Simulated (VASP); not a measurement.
## NaCl: single point with PBE

Crystal: NaCl.

```
CELL_PARAMETERS angstrom
4.72108 0.00000 0.00000
-2.36054 4.08857 0.00000
0.00000 0.00000 5.56948
ATOMIC_POSITIONS crystal
Na 0.33333 0.66667 0.93750
Na 0.66667 0.33333 0.43750
Cl 0.33333 0.66667 0.43750
Cl 0.66667 0.33333 0.93750
```

```yaml
Program: VASP 6.6.1
Task: single point
Functional: PBE
Potentials_or_basis: VASP PAW PBE potentials, release 64 (Na_pv, Cl)
Cutoff: 520 eV
k_mesh: 6 × 6 × 4
Occupations: gaussian, width 0.01 eV
Spin: no spin polarisation
Dipole_correction: no
Further_INCAR_settings: ALGO = Normal; EDIFF = 1e-06; NBANDS = 22
```

```yaml
Pressure: 0.8 GPa
Band_gap_on_the_k_mesh: 4.84 eV
```

Stress tensor (GPa, compression positive):
```
0.76 0.00 0.00
0.00 0.76 0.00
0.00 0.00 0.98
```

Levels at points of the mesh, in eV from the valence-band top:
```
           k point  band 11  band 12  band 13  band 14  band 15  band 16  band 17  band 18
(0.00, 0.00, 0.00)    -0.78    -0.32    -0.32     0.00     4.84     7.66     9.79     9.79
(0.50, 0.00, 0.00)    -0.98    -0.79    -0.51    -0.23     7.27     7.60     8.83     8.90
(0.00, 0.00, 0.50)    -0.56    -0.56    -0.56    -0.56     6.62     6.62     9.68     9.68
(0.50, 0.00, 0.50)    -0.65    -0.65    -0.26    -0.26     7.35     7.35     9.88     9.88
```

Wall time 19 s on 1 thread of Intel(R) Xeon(R) Platinum 8559C (Emerald Rapids), with other jobs on the host, peak memory 0.23 GiB.
